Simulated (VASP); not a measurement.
Input of a VASP 6.6.1 run:

File INCAR:

```
SYSTEM = GaN
PREC = Accurate ; ENCUT = 520
EDIFF = 1E-6 ; ISMEAR = -1
SIGMA = 0.05 ; LREAL = .False.
LASPH = .True. ; NELM = 60
ALGO = Normal ; ISIF = 2
LWAVE = .False. ; LCHARG = .False.
GGA = PE ; IVDW = 12
NBANDS = 16
```

Contents of KPOINTS:

```
Automatic mesh
0
Gamma
  10 10 10
  0 0 0
```

File POSCAR:

```
GaN
1.0
    0.0000000000      2.2585795209      2.2585795209
    2.2585795209      0.0000000000      2.2585795209
    2.2585795209      2.2585795209      0.0000000000
Ga N
1 1
Direct
    0.0000000000      0.0000000000      0.0000000000
    0.2500000000      0.2500000000      0.2500000000
```

Potentials or basis: VASP PAW PBE potentials, release 64 (Ga_d, N).

The run is started by

```sh
$ cat potpaw_PBE.64/Ga_d/POTCAR potpaw_PBE.64/N/POTCAR > POTCAR
$ mpirun -np 1 vasp_std > vasp.out
```

Problem. What does it give for the dispersion energy per atom?

Solution. -0.252 eV.

Problem. What does it give for the band gap on the k mesh?

Solution. 1.68 eV, direct.

As with any semilocal functional, this PBE gap is likely too small.
